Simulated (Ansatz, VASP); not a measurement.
# CoSi in VASP and in Ansatz

```xyz
8
Lattice="4.3388 0.0000 0.0000 0.0000 4.3388 0.0000 0.0000 0.0000 4.3388" Properties=species:S:1:pos:R:3 pbc="T T T"
Co    0.6360    0.6360    0.6360
Co    1.5334    3.7028    2.8054
Co    2.8054    1.5334    3.7028
Co    3.7028    2.8054    1.5334
Si    3.6617    3.6617    3.6617
Si    2.8465    0.6771    1.4923
Si    1.4923    2.8465    0.6771
Si    0.6771    1.4923    2.8465
```

Alike in both runs: functional r2SCAN; k mesh 8 × 8 × 8; occupations gaussian, width 0.1 eV; no spin polarisation.

Ansatz relaxed the structure, and its values are those at the end. VASP's run is a single point on that final structure, the one shown.

|  | VASP | Ansatz |
| --- | --- | --- |
| version | VASP 6.6.1 | Ansatz 0.2.0 |
| potentials or method | VASP PAW PBE potentials, release 64 (Co, Si), cutoff 520 eV | scalar-relativistic, plane waves, PAW |
| valence electrons in the cell | 52 | 84 |

```csv
,VASP,Ansatz,Ansatz less VASP
gap on the k mesh at the Fermi level (eV),none,none,-
pressure (GPa),8.2,8.0,-0.17
rms of the force components (eV/Å),0.003,0.001,-0.0020
```

VASP's potentials were made for PBE, not for r2SCAN. A gap of «none» marks a metal or a gap that the smearing closes. The functional is the same, so the differences come from potentials, cutoffs and numerics. VASP's potentials hold 52 valence electrons a cell and Ansatz's 84, so a difference there can come from the potentials and not from the codes. Ansatz's warnings: stress scf threshold loose.
